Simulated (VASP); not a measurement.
# NaCl (Fm-3m) in VASP: notebook

The runs below take NaCl through relaxation of cell and atoms, with BLYP, RPBE+D4.

Everything below comes from runs of VASP 6.6.1. Logs are shortened: lines on timing, memory, paths and dates and some standing lists are left out, and cuts for length are marked.

## (1) The cell of the first run

It takes space group Fm-3m (No. 225, cubic). Conventional cell: a = 5.588 Å, b = 5.588 Å, c = 5.588 Å, α = 90.00°, β = 90.00°, γ = 90.00°. Within 3.7 Å of Cl (site symmetry m-3m) lie 6 Na at 2.79 Å. Within 3.7 Å of Na (site symmetry m-3m) lie 6 Cl at 2.79 Å.

## (2) Relaxation of cell and atoms, BLYP

INCAR reads:

```
PREC = Accurate ; ENCUT = 600
EDIFF = 1E-7 ; ISMEAR = -1
SIGMA = 0.05 ; LREAL = F
LASPH = T ; NELM = 80
ALGO = Normal ; ISIF = 3
LWAVE = F ; LCHARG = F
GGA = B5 ; ALDAX = 1.0
AGGAX = 1.0 ; AGGAC = 1.0
ALDAC = 0.0 ; IBRION = 2
NSW = 80 ; EDIFFG = -0.02
```

KPOINTS reads:

```
Automatic mesh
0
Gamma
  8 8 8
```

POSCAR reads:

```
NaCl
1.0
    0.0000000000      2.7940632177      2.7940632177
    2.7940632177      0.0000000000      2.7940632177
    2.7940632177      2.7940632177      0.0000000000
Cl Na
1 1
Direct
    0.5000000000      0.5000000000      0.5000000000
    0.0000000000      0.0000000000      0.0000000000
```

Potentials or basis: VASP PAW PBE potentials, release 64 (Cl, Na_pv).

On the command line:

```sh
$ cat potpaw_PBE.64/Cl/POTCAR potpaw_PBE.64/Na_pv/POTCAR > POTCAR
$ mpirun -np 1 vasp_std > vasp.out
```

OUTCAR:

```text
PREC = Accurate
   ENCUT = 600
   EDIFF = 1E-7
   ISMEAR = -1
   LREAL = F
   LASPH = T
   NELM = 80
   ISIF = 3
   GGA = B5
   IBRION = 2
   NSW = 80
   EDIFFG = -0.02

 ion  position               nearest neighbor table
   1  0.500  0.500  0.500-
   2  0.000  0.000  0.000-

  LATTYP: Found a face centered cubic cell.
 ALAT       =     5.5881264354

  Lattice vectors:

 A1 = (   0.0000000000,   2.7940632177,   2.7940632177)
 A2 = (   2.7940632177,   0.0000000000,   2.7940632177)
 A3 = (   2.7940632177,   2.7940632177,   0.0000000000)

Analysis of symmetry for initial positions (statically):
=====================================================================
 Subroutine PRICEL returns:
 Original cell was already a primitive cell.

 Routine SETGRP: Setting up the symmetry group for a
 face centered cubic supercell.

 Subroutine GETGRP returns: Found 48 space group operations
 (whereof 48 operations were pure point group operations)
 out of a pool of 48 trial point group operations.

The static configuration has the point symmetry O_h .

Analysis of symmetry for dynamics (positions and initial velocities):
=====================================================================
 Subroutine PRICEL returns:
 Original cell was already a primitive cell.

 Routine SETGRP: Setting up the symmetry group for a
 face centered cubic supercell.

 Subroutine GETGRP returns: Found 48 space group operations
 (whereof 48 operations were pure point group operations)
 out of a pool of 48 trial point group operations.

The dynamic configuration has the point symmetry O_h .

 Subroutine INISYM returns: Found 48 space group operations
 (whereof 48 operations are pure point group operations),
 and found     1 'primitive' translations

----------------------------------------------------------------------------------------

                                     Primitive cell

  volume of cell :      43.6253

  direct lattice vectors                    reciprocal lattice vectors
     0.000000000  2.794063218  2.794063218    -0.178950854  0.178950854  0.178950854
     2.794063218  0.000000000  2.794063218     0.178950854 -0.178950854  0.178950854
     2.794063218  2.794063218  0.000000000     0.178950854  0.178950854 -0.178950854

  length of vectors
     3.951402097  3.951402097  3.951402097     0.309951972  0.309951972  0.309951972

  position of ions in fractional coordinates (direct lattice)
     0.500000000  0.500000000  0.500000000
     0.000000000  0.000000000  0.000000000

  ion indices of the primitive-cell ions
   primitive index   ion index
                 1           1
                 2           2

----------------------------------------------------------------------------------------

 KPOINTS: Automatic mesh

Automatic generation of k-mesh.
 Grid dimensions read from file:
 generate k-points for:    8    8    8

 Generating k-lattice:

  Cartesian coordinates                     Fractional coordinates (reciprocal lattice)
    -0.022368857  0.022368857  0.022368857     0.125000000  0.000000000  0.000000000
     0.022368857 -0.022368857  0.022368857     0.000000000  0.125000000  0.000000000
     0.022368857  0.022368857 -0.022368857     0.000000000  0.000000000  0.125000000

  Length of vectors
     0.038743996  0.038743996  0.038743996

  Shift w.r.t. Gamma in fractional coordinates (k-lattice)
     0.000000000  0.000000000  0.000000000

 Subroutine IBZKPT returns following result:
 ===========================================

 Found     29 irreducible k-points:

 Following reciprocal coordinates:
            Coordinates               Weight
  0.000000  0.000000  0.000000      1.000000
  0.125000  0.000000  0.000000      8.000000
  0.250000  0.000000  0.000000      8.000000
  0.375000  0.000000  0.000000      8.000000
  0.500000  0.000000  0.000000      4.000000
  0.125000  0.125000  0.000000      6.000000
[... 16 lines left out ...]
  0.500000  0.250000  0.125000     48.000000
 -0.375000  0.250000  0.125000     24.000000
 [... further k-points ...]
   k-points           NKPTS =     29   k-points in BZ     NKDIM =     29   number of bands    NBANDS=     11
   number of dos      NEDOS =    301   number of ions     NIONS =      2
   total plane-waves  NPLWV =  32768
   dimension x,y,z NGX =    32 NGY =   32 NGZ =   32
   dimension x,y,z NGXF=    64 NGYF=   64 NGZF=   64
   ions per type =               1   1
   NGX,Y,Z   is equivalent  to a cutoff of  13.46, 13.46, 13.46 a.u.
   NGXF,Y,Z  is equivalent  to a cutoff of  26.93, 26.93, 26.93 a.u.
 SYSTEM =  unknown system
   PREC   = accura    normal or accurate (medium, high low for compatibility)
   ISTART =      0    job   : 0-new  1-cont  2-samecut
   ICHARG =      2    charge: 1-file 2-atom 10-const
   ISPIN  =      1    spin polarized calculation?
   LNONCOLLINEAR =      F non collinear calculations
   LSORBIT =      F    spin-orbit coupling
   LASPH  =      T    aspherical Exc in radial PAW
   ENCUT  =  600.0 eV  44.10 Ry    6.64 a.u.   7.89  7.89  7.89*2*pi/ulx,y,z
   NELM   =     80;   NELMIN=  2; NELMDL= -5     # of ELM steps
   EDIFF  = 0.1E-06   stopping-criterion for ELM
   LREAL  =      F    real-space projection
   EDIFFG = -.2E-01   stopping-criterion for IOM
   NSW    =     80    number of steps for IOM
   IBRION =      2    ionic relax: 0-MD 1-quasi-New 2-CG
   NFREE  =      1    steps in history (QN), initial steepest desc. (CG)
   ISIF   =      3    stress and relaxation
   ISYM   =      2    0-nonsym 1-usesym 2-fastsym
   POTIM  = 0.5000    time-step for ionic-motion
   TEBEG  =    0.0;   TEEND  =   0.0 temperature during run
   PSTRESS=    0.0 pullay stress
   NELECT =      14.0000    total number of electrons
   NUPDOWN=      -1.0000    fix difference up-down
   EMIN   =  10.00;   EMAX   =-10.00  energy-range for DOS
   EFERMI =   0.00;   METHOD = LEGACY
   ISMEAR =    -1;   SIGMA  =   0.05  broadening in eV -4-tet -1-fermi 0-gaus
   EFERMI_NEDOS =   21; number of points for ismear=-14 and -15
   IALGO  =     38    algorithm
   IMIX   =      4    mixing-type and parameters
     AMIX     =   0.40;   BMIX     =  1.00
     AMIX_MAG =   1.60;   BMIX_MAG =  1.00
  volume/ion in A,a.u.               =      21.81       147.20
  Fermi-wavevector in a.u.,A,eV,Ry     =   1.120825  2.118053 17.092312  1.256249
  Thomas-Fermi vector in A             =   2.257475
   LORBIT       =      0    0 simple, 1 ext, 2 COOP (PROOUT), +10 PAW based schemes
   GGA     = B5    functional components
   LHFCALC =     F    Hartree Fock is set to
   AEXX    =    0.0000 exact exchange contribution
   IVDW    =     0    specifies the selected vdW correction
   LEPSILON=     F    determine dielectric tensor
   LRPA    =     F    only Hartree local field effects (RPA)
 conjugate gradient relaxation of ions
 non-spin polarized calculation
  energy-cutoff  :      600.00
  volume of cell :       43.63
 maximum number of plane-waves:      1475
   NGX = 15   NGY = 15   NGZ = 15

--------------------------------------- Ionic step        1  -------------------------------------------

 number of electron      14.0000010 magnetization

 Free energy of the ion-electron system (eV)
  ---------------------------------------------------
  ext. energy  EPLUGINS =         0.00000000
  ---------------------------------------------------
  free energy    TOTEN  =        -6.36909537 eV

  energy without entropy =       -6.36909537  energy(sigma->0) =       -6.36909537

------------------------ aborting loop because EDIFF is reached ----------------------------------------

  FORCE on cell =-STRESS in cart. coord.  units (eV):
  Direction    XX          YY          ZZ          XY          YZ          ZX
  --------------------------------------------------------------------------------------
  -------------------------------------------------------------------------------------
  Total        0.6594627      0.6594627      0.6594627      0.0000000     -0.0000000      0.0000000
  in kB       24.2193309     24.2193309     24.2193309      0.0000000     -0.0000000      0.0000000
  external PRESSURE =      24.2193309 kB  Pullay stress =       0.0000000 kB

 VOLUME and BASIS-vectors are now :
 -----------------------------------------------------------------------------
  energy-cutoff  :      600.00
  volume of cell :       43.63
      direct lattice vectors                 reciprocal lattice vectors
     0.000000000  2.794063218  2.794063218    -0.178950854  0.178950854  0.178950854
     2.794063218  0.000000000  2.794063218     0.178950854 -0.178950854  0.178950854
     2.794063218  2.794063218  0.000000000     0.178950854  0.178950854 -0.178950854
[... 37 lines left out ...]
 POSITION                                       TOTAL-FORCE (eV/Angst)
 -----------------------------------------------------------------------------------
      2.83851      2.83851      2.83851         0.000000     -0.000000     -0.000000
      5.67702      2.83851      2.83851        -0.000000      0.000000      0.000000
 -----------------------------------------------------------------------------------
    total drift:                                0.000000     -0.000000      0.000000

  FREE ENERGIE OF THE ION-ELECTRON SYSTEM (eV)
  ---------------------------------------------------
  free  energy   TOTEN  =        -6.3915839269 eV

  energy  without entropy=       -6.3915839268  energy(sigma->0) =       -6.39158393

--------------------------------------- Ionic step        3  -------------------------------------------

 number of electron      13.9999993 magnetization

 Free energy of the ion-electron system (eV)
  ---------------------------------------------------
  ext. energy  EPLUGINS =         0.00000000
  ---------------------------------------------------
  free energy    TOTEN  =        -6.39751839 eV

  energy without entropy =       -6.39751839  energy(sigma->0) =       -6.39751839

 E-fermi :   0.2785     XC(G=0):  -7.6253

 val. band max:       -0.7802385943   @ k =   0.0000   0.0000   0.0000
 cond. band min:       4.1462319737   @ k =   0.0000   0.0000   0.0000
 fundamental gap:      4.9264705680
 Fermi energy:         0.2784648977

 k-point     1 :       0.0000    0.0000    0.0000
  band No.  band energies     occupation
      1     -21.9800      2.00000
      2     -21.9799      2.00000
      3     -21.9799      2.00000
      4     -13.2876      2.00000
      5      -0.7802      2.00000
      6      -0.7802      2.00000
      7      -0.7802      2.00000
      8       4.1462      0.00000
      9      10.2863      0.00000
     10      10.2863      0.00000
     11      10.2863      0.00000

 k-point     2 :       0.1250    0.0000    0.0000
  band No.  band energies     occupation
      1     -21.9831      2.00000
      2     -21.9802      2.00000
      3     -21.9802      2.00000
      4     -13.2482      2.00000
      5      -1.1138      2.00000
      6      -0.8160      2.00000
      7      -0.8160      2.00000
      8       4.6167      0.00000
      9       9.7789      0.00000
     10      10.4604      0.00000
     11      10.4604      0.00000
[... 295 lines left out ...]
 k-point    24 :      -0.3750    0.2500    0.1250
  band No.  band energies     occupation
      1     -21.9971      2.00000
      2     -21.9861      2.00000
      3     -21.9833      2.00000
      4     -12.9782      2.00000
      5      -2.2749      2.00000
      6      -1.4606      2.00000
      7      -1.1478      2.00000
      8       7.4835      0.00000
      9       8.4166      0.00000
     10       9.3579      0.00000
     11      10.7070      0.00000

 [... further k-points ...]

------------------------ aborting loop because EDIFF is reached ----------------------------------------

  FORCE on cell =-STRESS in cart. coord.  units (eV):
  Direction    XX          YY          ZZ          XY          YZ          ZX
  --------------------------------------------------------------------------------------
  -------------------------------------------------------------------------------------
  Total        0.0168307      0.0168307      0.0168307      0.0000000     -0.0000000     -0.0000000
  in kB        0.5674018      0.5674018      0.5674018      0.0000000     -0.0000000     -0.0000000
  external PRESSURE =       0.5674018 kB  Pullay stress =       0.0000000 kB

 VOLUME and BASIS-vectors are now :
 -----------------------------------------------------------------------------
  energy-cutoff  :      600.00
  volume of cell :       47.52
      direct lattice vectors                 reciprocal lattice vectors
     0.000000000  2.874952403  2.874952403    -0.173915923  0.173915923  0.173915923
     2.874952403 -0.000000000  2.874952403     0.173915923 -0.173915923  0.173915923
     2.874952403  2.874952403 -0.000000000     0.173915923  0.173915923 -0.173915923

 POSITION                                       TOTAL-FORCE (eV/Angst)
 -----------------------------------------------------------------------------------
      2.87495      2.87495      2.87495        -0.000000     -0.000000     -0.000000
      0.00000      0.00000      0.00000         0.000000      0.000000      0.000000
 -----------------------------------------------------------------------------------
    total drift:                                0.000000     -0.000000     -0.000000

  FREE ENERGIE OF THE ION-ELECTRON SYSTEM (eV)
  ---------------------------------------------------
  free  energy   TOTEN  =        -6.3975183923 eV

  energy  without entropy=       -6.3975183922  energy(sigma->0) =       -6.39751839

 reached required accuracy - stopping structural energy minimisation
```

It took 26 s on 1 thread of Intel Xeon 6975P-C (Granite Rapids), shared host; peak memory 0.17 GiB.

Results:

```
Free energy                            : -6.3975 eV
Relaxed volume                         : 23.76 Å³/atom
Relaxed cell                           : a = 4.066 Å, b = 4.066 Å, c = 4.066 Å, α = 60.00°, β = 60.00°, γ = 60.00°
Space group after relaxing (to 0.05 Å) : Fm-3m (No. 225)
Energy gained by relaxing              : 14.2 meV/atom
Ionic steps                            : 3
Pressure after relaxing                : 0.1 GPa
Band gap on the k mesh                 : 4.93 eV, direct
```

Step by step:
```tsv
step	energy change (eV)	largest force (eV/Å)	pressure (GPa)	volume (Å³)
1	0.0000	0.0000	2.42	43.63
2	-0.0225	0.0000	1.01	45.74
3	-0.0284	0.0000	0.06	47.52
```

Final structure:
```
CELL_PARAMETERS angstrom
0.00000 2.87495 2.87495
2.87495 0.00000 2.87495
2.87495 2.87495 0.00000
ATOMIC_POSITIONS crystal
Cl 0.50000 0.50000 0.50000
Na 0.00000 0.00000 0.00000
```

Caveat: the PAW data sets were made with another functional, which shifts forces and pressure a little. A k mesh can miss the band edges.

## (3) Relaxation of cell and atoms, RPBE+D4

INCAR reads:

```
PREC = Accurate
ENCUT = 600
EDIFF = 1E-6
ISMEAR = -1
SIGMA = 0.05
LREAL = F
LASPH = T
NELM = 60
ALGO = Normal
ISIF = 3
LWAVE = F
LCHARG = F
GGA = RP
IVDW = 13
IBRION = 2
NSW = 80
EDIFFG = -0.01
```

KPOINTS is that of step 2.

POSCAR is that of step 2.

Potentials or basis: VASP PAW PBE potentials, release 64 (Cl, Na_pv).

On the command line:

```sh
$ cat potpaw_PBE.64/Cl/POTCAR potpaw_PBE.64/Na_pv/POTCAR > POTCAR
$ mpirun -np 1 vasp_std > vasp.out
```

Run time: 12 s. Hardware: 1 thread of Intel Xeon 6975P-C (Granite Rapids), shared host; peak memory 0.17 GiB.

It converged, with:

```
Free energy                            : -6.7839 eV
Relaxed volume                         : 23.45 Å³/atom
Relaxed cell                           : a = 4.048 Å, b = 4.048 Å, c = 4.048 Å, α = 60.00°, β = 60.00°, γ = 60.00°
Space group after relaxing (to 0.05 Å) : Fm-3m (No. 225)
Energy gained by relaxing              : 8.4 meV/atom
Ionic steps                            : 3
Pressure after relaxing                : 0.0 GPa
Band gap on the k mesh                 : 5.27 eV, direct
Dispersion energy per atom             : -0.167 eV
```

The path:
```
step  energy change (eV)  largest force (eV/Å)  pressure (GPa)  volume (Å³)
   1              0.0000                0.0000            1.82        43.63
   2             -0.0129                0.0000            0.90        45.21
   3             -0.0167                0.0000            0.01        46.90
```

Final structure:
```cif
data_structure
_symmetry_space_group_name_H-M 'P 1'
_symmetry_Int_Tables_number 1
_cell_length_a 4.0478
_cell_length_b 4.0478
_cell_length_c 4.0478
_cell_angle_alpha 60.000
_cell_angle_beta 60.000
_cell_angle_gamma 60.000
_cell_volume 46.90
loop_
_atom_site_label
_atom_site_type_symbol
_atom_site_fract_x
_atom_site_fract_y
_atom_site_fract_z
_atom_site_occupancy
Cl1 Cl 0.50000 0.50000 0.50000 1
Na1 Na 0.00000 0.00000 0.00000 1
```

Levels at points of the mesh, in eV from the valence-band top:
```
           k point  band 4  band 5  band 6  band 7  band 8  band 9  band 10  band 11
(0.00, 0.00, 0.00)  -12.55    0.00    0.00    0.00    5.27   11.24    11.24    11.24
(0.50, 0.00, 0.00)  -12.26   -1.73   -0.23   -0.23    7.48   10.55    11.05    11.05
(0.50, 0.50, 0.00)  -12.22   -1.49   -0.54   -0.54    7.66    8.36    11.32    14.70
```

Caveat: the PAW data sets were made with another functional, which shifts forces and pressure a little.
